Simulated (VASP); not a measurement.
A run of VASP 6.6.1:

File POSCAR:

```
TiB
1.0
    2.4767207279      2.4767207279      0.0000000000
   -2.4767207279      2.4767207279      0.0000000000
    0.0000000000      0.0000000000      4.9534414559
Ti B
2 2
Direct
    0.5000000000      0.0000000000      0.2500000000
    0.0000000000      0.5000000000      0.7500000000
    0.0000000000      0.0000000000      0.0000000000
    0.5000000000      0.5000000000      0.5000000000
```

Contents of INCAR.step1:

```
SYSTEM = TiB
ALGO = Normal
EDIFF = 1E-4
ENCUT = 520
GGA = PE
ISMEAR = 0
LASPH = .TRUE.
LCHARG = .FALSE.
LREAL = .FALSE.
LWAVE = .TRUE.
NBANDS = 23
NELM = 100
PREC = Accurate
SIGMA = 0.1
```

INCAR.step2

```
SYSTEM = TiB
ALGO = Normal
EDIFF = 1E-6
ENCUT = 520
ISIF = 2
ISMEAR = 0
ISTART = 1
LASPH = .TRUE.
LCHARG = .FALSE.
LMIXTAU = .TRUE.
LREAL = .FALSE.
LWAVE = .FALSE.
METAGGA = R2SCAN
NBANDS = 23
NELM = 100
PREC = Accurate
SIGMA = 0.1
```

File KPOINTS:

```
k-points
0
G
  16 16 10
  0 0 0
```

Potentials or basis: VASP PAW PBE potentials, release 64 (Ti_sv, B).

The run is started by

```bash
$ cat potpaw_PBE.64/Ti_sv/POTCAR potpaw_PBE.64/B/POTCAR > POTCAR
$ cp INCAR.step1 INCAR
$ mpirun -np 1 vasp_std > vasp.out
$ cp INCAR.step2 INCAR
$ mpirun -np 1 vasp_std > vasp.out
```

Hardware: 1 thread of Intel(R) Xeon(R) Platinum 8488C (Sapphire Rapids) (shared host).

Estimate the wall time of this run.

Run time: 25 min on 1 thread of Intel(R) Xeon(R) Platinum 8488C (Sapphire Rapids), on a shared host, peak memory 0.42 GiB. Counts: k points 270.
